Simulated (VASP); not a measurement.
# Sr (Im-3m) in VASP: notebook, part 2 of 2

VASP 6.6.1.

## (4) Single point, PBEsol

This run uses another cell than the first one, of 57.75 Å³/atom, 0.943 times its volume.

INCAR reads:

```
SYSTEM = Sr
  ALGO = Normal
  EDIFF = 1E-6
  ENCUT = 520
  GGA = PS
  ISIF = 2
  ISMEAR = 0
  LASPH = .TRUE.
  LCHARG = .FALSE.
  LREAL = .FALSE.
  LWAVE = .FALSE.
  NBANDS = 11
  NELM = 60
  PREC = Accurate
  SIGMA = 0.1
```

KPOINTS reads:

```
k-points
0
G
  8 8 8
  0 0 0
```

POSCAR reads:

```
Sr
1.0
   -2.4350000000      2.4350000000      2.4350000000
    2.4350000000     -2.4350000000      2.4350000000
    2.4350000000      2.4350000000     -2.4350000000
Sr
1
Direct
    0.0000000000      0.0000000000      0.0000000000
```

Potentials or basis: VASP PAW PBE potentials, release 64 (Sr_sv).

Launch:

```sh
$ cat potpaw_PBE.64/Sr_sv/POTCAR > POTCAR
$ mpirun -np 1 vasp_std > vasp.out
```

OUTCAR:

```text
SYSTEM = Sr
   EDIFF = 1E-6
   ENCUT = 520
   GGA = PS
   ISIF = 2
   ISMEAR = 0
   LASPH = .TRUE.
   LREAL = .FALSE.
   NELM = 60
   PREC = Accurate

 ion  position               nearest neighbor table
   1  0.000  0.000  0.000-

  LATTYP: Found a body centered cubic cell.
 ALAT       =     4.8700000000

  Lattice vectors:

 A1 = (  -2.4350000000,   2.4350000000,   2.4350000000)
 A2 = (   2.4350000000,  -2.4350000000,   2.4350000000)
 A3 = (   2.4350000000,   2.4350000000,  -2.4350000000)

Analysis of symmetry for initial positions (statically):
=====================================================================
 Subroutine PRICEL returns:
 Original cell was already a primitive cell.

 Routine SETGRP: Setting up the symmetry group for a
 body centered cubic supercell.

 Subroutine GETGRP returns: Found 48 space group operations
 (whereof 48 operations were pure point group operations)
 out of a pool of 48 trial point group operations.

The static configuration has the point symmetry O_h .

Analysis of symmetry for dynamics (positions and initial velocities):
=====================================================================
 Subroutine PRICEL returns:
 Original cell was already a primitive cell.

 Routine SETGRP: Setting up the symmetry group for a
 body centered cubic supercell.

 Subroutine GETGRP returns: Found 48 space group operations
 (whereof 48 operations were pure point group operations)
 out of a pool of 48 trial point group operations.

The dynamic configuration has the point symmetry O_h .

 Subroutine INISYM returns: Found 48 space group operations
 (whereof 48 operations are pure point group operations),
 and found     1 'primitive' translations

----------------------------------------------------------------------------------------

                                     Primitive cell
[... 106 lines left out ...]
   IALGO  =     38    algorithm
   IMIX   =      4    mixing-type and parameters
     AMIX     =   0.40;   BMIX     =  1.00
     AMIX_MAG =   1.60;   BMIX_MAG =  1.00
  volume/ion in A,a.u.               =      57.75       389.72
  Fermi-wavevector in a.u.,A,eV,Ry     =   0.912478  1.724334 11.328437  0.832617
  Thomas-Fermi vector in A             =   2.036879
   LORBIT       =      0    0 simple, 1 ext, 2 COOP (PROOUT), +10 PAW based schemes
   GGA     = PS    functional components
   LHFCALC =     F    Hartree Fock is set to
   AEXX    =    0.0000 exact exchange contribution
   IVDW    =     0    specifies the selected vdW correction
   LEPSILON=     F    determine dielectric tensor
   LRPA    =     F    only Hartree local field effects (RPA)
 non-spin polarized calculation
 Gauss-broadening in eV      SIGMA  =   0.10
  energy-cutoff  :      520.00
  volume of cell :       57.75
 maximum number of plane-waves:      1568
   NGX = 15   NGY = 15   NGZ = 15

 number of electron      10.0000000 magnetization

 Free energy of the ion-electron system (eV)
  ---------------------------------------------------
  ext. energy  EPLUGINS =         0.00000000
  ---------------------------------------------------
  free energy    TOTEN  =        -1.81357364 eV

  energy without entropy =       -1.80870210  energy(sigma->0) =       -1.81113787

 E-fermi :   1.3475     XC(G=0):  -7.2800

 val. band max:        1.2909754682   @ k =   0.5000   0.5000   0.3750
 cond. band min:       1.3562698276   @ k =   0.5000   0.5000   0.3750
 fundamental gap:      0.0652943594
 Fermi energy:         1.3474506416

 k-point     1 :       0.0000    0.0000    0.0000
  band No.  band energies     occupation
      1     -35.2957      2.00000
      2     -17.2026      2.00000
      3     -17.2026      2.00000
      4     -17.2026      2.00000
      5      -2.2409      2.00000
      6       3.6383      0.00000
      7       3.6383      0.00000
      8       3.6383      0.00000
      9       4.9210      0.00000
     10       4.9210      0.00000
     11       9.2443      0.00000
[... 309 lines left out ...]
 k-point    24 :      -0.3750    0.3750    0.2500
  band No.  band energies     occupation
      1     -35.2803      2.00000
      2     -17.3285      2.00000
      3     -17.2832      2.00000
      4     -17.2659      2.00000
      5       0.4410      2.00000
      6       1.9185      0.00000
      7       3.3887      0.00000
      8       3.5094      0.00000
      9       4.7061      0.00000
     10       5.4739      0.00000
     11       7.6708      0.00000

 [... further k-points ...]
[... 5 lines left out ...]
  --------------------------------------------------------------------------------------
  -------------------------------------------------------------------------------------
  Total       -0.4524541     -0.4524541     -0.4524541      0.0000000      0.0000000      0.0000000
  in kB      -12.5524429    -12.5524429    -12.5524429      0.0000000      0.0000000      0.0000000
  external PRESSURE =     -12.5524429 kB  Pullay stress =       0.0000000 kB

 VOLUME and BASIS-vectors are now :
 -----------------------------------------------------------------------------
  energy-cutoff  :      520.00
  volume of cell :       57.75
      direct lattice vectors                 reciprocal lattice vectors
    -2.435000000  2.435000000  2.435000000     0.000000000  0.205338809  0.205338809
     2.435000000 -2.435000000  2.435000000     0.205338809  0.000000000  0.205338809
     2.435000000  2.435000000 -2.435000000     0.205338809  0.205338809  0.000000000

 POSITION                                       TOTAL-FORCE (eV/Angst)
 -----------------------------------------------------------------------------------
      0.00000      0.00000      0.00000         0.000000     -0.000000     -0.000000
 -----------------------------------------------------------------------------------
    total drift:                                0.000000      0.000000     -0.000000

  FREE ENERGIE OF THE ION-ELECTRON SYSTEM (eV)
  ---------------------------------------------------
  free  energy   TOTEN  =        -1.8135736431 eV

  energy  without entropy=       -1.8087021005  energy(sigma->0) =       -1.81113787
```

Wall time 17 s (1 thread of Intel Xeon 8259CL, shared host); peak memory 0.17 GiB.

Results:

```yaml
Free_energy: -1.8136 eV
Pressure: -1.3 GPa
Band_gap_on_the_k_mesh: zero (band 5 reaches 1.67 eV, above the bottom of band 6 at 1.27 eV)
```

Caveat: the PAW data sets were made with another functional, which shifts forces and pressure a little.

## (5) Single point, PBE

This run uses another cell than the first one, of 57.75 Å³/atom, 0.943 times its volume.

INCAR reads:

```
  ALGO = Normal
  EDIFF = 1E-6
  ENCUT = 520
  GGA = PE
  ISIF = 2
  ISMEAR = 0
  LASPH = True
  LCHARG = True
  LELF = True
  LREAL = False
  LVHAR = True
  LWAVE = False
  NBANDS = 11
  NELM = 100
  PREC = Accurate
  SIGMA = 0.1
```

KPOINTS reads:

```
k-points
0
Gamma
  8 8 8
```

POSCAR is that of step 4.

Launch:

```sh
$ cat potpaw_PBE.64/Sr_sv/POTCAR > POTCAR
$ mpirun -np 1 vasp_std > vasp.out
```

It took 19 s on 1 thread of Intel Xeon 8259CL, shared host; peak memory 0.18 GiB.

Results (log left out):

```
Free energy            : -1.6276 eV
Pressure               : -0.7 GPa
Band gap on the k mesh : zero (band 5 reaches 1.75 eV, above the bottom of band 6 at 1.35 eV)
```

Levels at points of the mesh, in eV from the Fermi level:
| k point | band 1 | band 2 | band 3 | band 4 | band 5 | band 6 | band 7 | band 8 | band 9 | band 10 |
| --- | --- | --- | --- | --- | --- | --- | --- | --- | --- | --- |
| (0.00, 0.00, 0.00) | -36.72 | -18.61 | -18.61 | -18.61 | -3.57 | 2.31 | 2.31 | 2.31 | 3.58 | 3.58 |
| (0.50, 0.00, 0.00) | -36.70 | -18.78 | -18.67 | -18.61 | -0.98 | 0.16 | 1.21 | 3.38 | 4.03 | 5.17 |
| (0.50, 0.50, 0.50) | -36.70 | -18.73 | -18.73 | -18.73 | -0.08 | -0.08 | 3.42 | 3.42 | 3.42 | 4.80 |

## (6) The runs side by side

```tsv
level	potentials or basis	spin	cell	smearing	gap on the mesh (eV)	pressure (GPa)
SVWN5	VASP PAW PBE potentials, release 64 (Sr_sv)	collinear, ferromagnetic start	a = 4.300 Å, angles 109.5°, 1 atom	fermi-dirac 0.05 eV	none	-2.2
LDA	VASP PAW LDA potentials, release 64 (Sr_sv)	off	a = 4.218 Å, angles 109.5°, 1 atom	gaussian 0.1 eV	none	-1.9
PBEsol	VASP PAW PBE potentials, release 64 (Sr_sv)	off	a = 4.218 Å, angles 109.5°, 1 atom	gaussian 0.1 eV	none	-1.3
PBE	VASP PAW PBE potentials, release 64 (Sr_sv)	off	a = 4.218 Å, angles 109.5°, 1 atom	gaussian 0.1 eV	none	-0.7
```

Alike in all rows: task single point; k mesh 8 × 8 × 8; cutoff (eV) 520.

Caveats: the PAW data sets were made with another functional, which shifts forces and pressure a little (some runs).

Absolute energies hang on the potentials; compare differences alone.
